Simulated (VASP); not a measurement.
# Ag (Fm-3m) in VASP: single point with PBE

Aim: the single point of Ag with PBE.

Program: VASP 6.6.1. These are calculated values, not measurements. Logs are shortened: lines on timing, memory, paths and dates and some standing lists are left out, and cuts for length are marked.

**1. The cell of the first run**

The structure is cubic, space group Fm-3m (No. 225). Conventional cell: a = 4.147 Å, b = 4.147 Å, c = 4.147 Å, α = 90.00°, β = 90.00°, γ = 90.00°. Within 3.9 Å of Ag (site symmetry m-3m) lie 12 Ag at 2.93 Å.

**2. Single point, PBE**

INCAR reads:

```
SYSTEM = Ag
PREC     = Accurate       ! precision mode
ENCUT    = 520            ! plane-wave cutoff, eV
EDIFF    = 1E-6           ! SCF threshold, eV
ISMEAR   = 0              ! smearing method
SIGMA    = 0.1            ! smearing width, eV
LREAL    = .FALSE.        ! projectors in reciprocal space
LASPH    = .TRUE.         ! aspherical terms in the spheres
NELM     = 60             ! most SCF steps
ALGO     = Normal         ! electronic algorithm
ISIF     = 2              ! what is computed and relaxed
LWAVE    = .FALSE.        ! write WAVECAR
LCHARG   = .TRUE.         ! write CHGCAR
GGA      = PE             ! functional
LELF     = .TRUE.         ! ELF
LVHAR    = .TRUE.       
NBANDS   = 12             ! bands
```

KPOINTS reads:

```
regular mesh
0
G
  18 18 18
  0 0 0
```

POSCAR reads:

```
Ag
1.0
    0.0000000000      2.0737490913      2.0737490913
    2.0737490913      0.0000000000      2.0737490913
    2.0737490913      2.0737490913      0.0000000000
Ag
1
Direct
    0.0000000000      0.0000000000      0.0000000000
```

Potentials or basis: VASP PAW PBE potentials, release 64 (Ag).

Started as:

```
cat potpaw_PBE.64/Ag/POTCAR > POTCAR
mpirun -np 1 vasp_std > vasp.out
```

OUTCAR:

```text
SYSTEM = Ag
   PREC = Accurate
   ENCUT = 520
   EDIFF = 1E-6
   ISMEAR = 0
   LREAL = .FALSE.
   LASPH = .TRUE.
   NELM = 60
   ISIF = 2
   GGA = PE

 ion  position               nearest neighbor table
   1  0.000  0.000  0.000-

  LATTYP: Found a face centered cubic cell.
 ALAT       =     4.1474981826

  Lattice vectors:

 A1 = (   0.0000000000,   2.0737490913,   2.0737490913)
 A2 = (   2.0737490913,   0.0000000000,   2.0737490913)
 A3 = (   2.0737490913,   2.0737490913,   0.0000000000)

Analysis of symmetry for initial positions (statically):
=====================================================================
 Subroutine PRICEL returns:
 Original cell was already a primitive cell.

 Routine SETGRP: Setting up the symmetry group for a
 face centered cubic supercell.

 Subroutine GETGRP returns: Found 48 space group operations
 (whereof 48 operations were pure point group operations)
 out of a pool of 48 trial point group operations.

The static configuration has the point symmetry O_h .

Analysis of symmetry for dynamics (positions and initial velocities):
=====================================================================
 Subroutine PRICEL returns:
 Original cell was already a primitive cell.

 Routine SETGRP: Setting up the symmetry group for a
 face centered cubic supercell.

 Subroutine GETGRP returns: Found 48 space group operations
 (whereof 48 operations were pure point group operations)
 out of a pool of 48 trial point group operations.

The dynamic configuration has the point symmetry O_h .

 Subroutine INISYM returns: Found 48 space group operations
 (whereof 48 operations are pure point group operations),
 and found     1 'primitive' translations

----------------------------------------------------------------------------------------

                                     Primitive cell

  volume of cell :      17.8360

  direct lattice vectors                    reciprocal lattice vectors
     0.000000000  2.073749091  2.073749091    -0.241109208  0.241109208  0.241109208
     2.073749091  0.000000000  2.073749091     0.241109208 -0.241109208  0.241109208
     2.073749091  2.073749091  0.000000000     0.241109208  0.241109208 -0.241109208

  length of vectors
     2.932724090  2.932724090  2.932724090     0.417613398  0.417613398  0.417613398

  position of ions in fractional coordinates (direct lattice)
     0.000000000  0.000000000  0.000000000

  ion indices of the primitive-cell ions
   primitive index   ion index
                 1           1

[... 81 lines left out ...]
   PSTRESS=    0.0 pullay stress
   NELECT =      11.0000    total number of electrons
   NUPDOWN=      -1.0000    fix difference up-down
   EMIN   =  10.00;   EMAX   =-10.00  energy-range for DOS
   EFERMI =   0.00;   METHOD = LEGACY
   ISMEAR =     0;   SIGMA  =   0.10  broadening in eV -4-tet -1-fermi 0-gaus
   EFERMI_NEDOS =   21; number of points for ismear=-14 and -15
   IALGO  =     38    algorithm
   IMIX   =      4    mixing-type and parameters
     AMIX     =   0.40;   BMIX     =  1.00
     AMIX_MAG =   1.60;   BMIX_MAG =  1.00
  volume/ion in A,a.u.               =      17.84       120.36
  Fermi-wavevector in a.u.,A,eV,Ry     =   1.393497  2.633328 26.420272  1.941835
  Thomas-Fermi vector in A             =   2.517138
   LORBIT       =      0    0 simple, 1 ext, 2 COOP (PROOUT), +10 PAW based schemes
   GGA     = PE    functional components
   LHFCALC =     F    Hartree Fock is set to
   AEXX    =    0.0000 exact exchange contribution
   IVDW    =     0    specifies the selected vdW correction
   LEPSILON=     F    determine dielectric tensor
   LRPA    =     F    only Hartree local field effects (RPA)
 non-spin polarized calculation
 Gauss-broadening in eV      SIGMA  =   0.10
  energy-cutoff  :      520.00
  volume of cell :       17.84
 maximum number of plane-waves:       531
 NGX is ok and might be reduce to    24
   NGX = 11   NGY = 11   NGZ = 11

 number of electron      11.0000000 magnetization

 Free energy of the ion-electron system (eV)
  ---------------------------------------------------
  ext. energy  EPLUGINS =         0.00000000
  ---------------------------------------------------
  free energy    TOTEN  =        -2.72080400 eV

  energy without entropy =       -2.71971780  energy(sigma->0) =       -2.72026090

 E-fermi :   7.7883     XC(G=0): -11.9429

 val. band max:        7.7578097321   @ k =   0.5000   0.1667   0.0556
 cond. band min:       7.8976988811   @ k =   0.5000   0.3333   0.1111
 fundamental gap:      0.1398891490
 Fermi energy:         7.7883241400

 k-point     1 :       0.0000    0.0000    0.0000
  band No.  band energies     occupation
      1       0.3770      2.00000
      2       3.1709      2.00000
      3       3.1709      2.00000
      4       3.1709      2.00000
      5       4.1251      2.00000
      6       4.1251      2.00000
      7      23.7394      0.00000
      8      27.0511      0.00000
      9      27.0511      0.00000
     10      27.0511      0.00000
     11      31.7512      0.00000
     12      32.6125      0.00000
[... 331 lines left out ...]
 k-point    24 :      -0.2222    0.0556    0.0000
  band No.  band energies     occupation
      1       1.7370      2.00000
      2       3.1961      2.00000
      3       3.3982      2.00000
      4       3.4253      2.00000
      5       4.0843      2.00000
      6       4.4269      2.00000
      7      19.0404      0.00000
      8      23.7957      0.00000
      9      26.0078      0.00000
     10      28.4060      0.00000
     11      29.1590      0.00000
     12      30.0639      0.00000

 [... further k-points ...]

------------------------ aborting loop because EDIFF is reached ----------------------------------------

  FORCE on cell =-STRESS in cart. coord.  units (eV):
  Direction    XX          YY          ZZ          XY          YZ          ZX
  --------------------------------------------------------------------------------------
  -------------------------------------------------------------------------------------
  Total       -0.0146118     -0.0146118     -0.0146118     -0.0000000      0.0000000     -0.0000000
  in kB       -1.3125453     -1.3125453     -1.3125453     -0.0000000      0.0000000     -0.0000000
  external PRESSURE =      -1.3125453 kB  Pullay stress =       0.0000000 kB

 VOLUME and BASIS-vectors are now :
 -----------------------------------------------------------------------------
  energy-cutoff  :      520.00
  volume of cell :       17.84
      direct lattice vectors                 reciprocal lattice vectors
     0.000000000  2.073749091  2.073749091    -0.241109208  0.241109208  0.241109208
     2.073749091  0.000000000  2.073749091     0.241109208 -0.241109208  0.241109208
     2.073749091  2.073749091  0.000000000     0.241109208  0.241109208 -0.241109208

 POSITION                                       TOTAL-FORCE (eV/Angst)
 -----------------------------------------------------------------------------------
      0.00000      0.00000      0.00000         0.000000      0.000000      0.000000
 -----------------------------------------------------------------------------------
    total drift:                               -0.000000     -0.000000     -0.000000

  FREE ENERGIE OF THE ION-ELECTRON SYSTEM (eV)
  ---------------------------------------------------
  free  energy   TOTEN  =        -2.7208040044 eV

  energy  without entropy=       -2.7197178003  energy(sigma->0) =       -2.72026090
```

It took 21 s on 1 thread of Intel Xeon 6975P-C, shared host; peak memory 0.17 GiB.

What came out:

* Free energy: -2.7208 eV
* Pressure: -0.1 GPa
